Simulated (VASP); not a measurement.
Runs of VASP 6.6.1 on NbC4. The structure is that of space group Fd-3m (No. 227), or close to it. The cells are those of the table. The cell was generated, and may not be a known phase.

| task | cell | k mesh | cutoff (eV) | gap on the mesh (eV) | pressure (GPa) | relaxed volume (Å³/atom) |
| --- | --- | --- | --- | --- | --- | --- |
| single point | a = 6.328 Å, angles 60.0°, 10 atoms | 4 × 4 × 4 | 520 | none | 0.0 | - |
| relaxation of cell and atoms | relaxed from a = 6.328 Å, angles 60.0°, 10 atoms | 8 × 8 × 8 | 600 | none | 0.0 | (a) |
| single point | a = 6.336 Å, angles 60.0°, 10 atoms | 8 × 8 × 8 | 520 | none | -0.1 | - |
| relaxation of cell and atoms | relaxed from a = 5.669 Å, angles 60.0°, 10 atoms | 4 × 4 × 4 | 600 | none | 0.2 | 17.86 |

Alike in all rows: level PBE; potentials or basis VASP PAW PBE potentials, release 64 (Nb_sv, C); no spin polarisation; smearing gaussian 0.1 eV.

Question: Estimate the missing entries.

Answer: (a) 17.95.

Caveats: the volume moved by over 15 % at a fixed basis, so the end points are rough (at least some runs).

A k mesh can miss the band edges, and the runs leave out spin-orbit coupling on Nb.

A gap of «none» marks levels without a gap at the run's occupations.
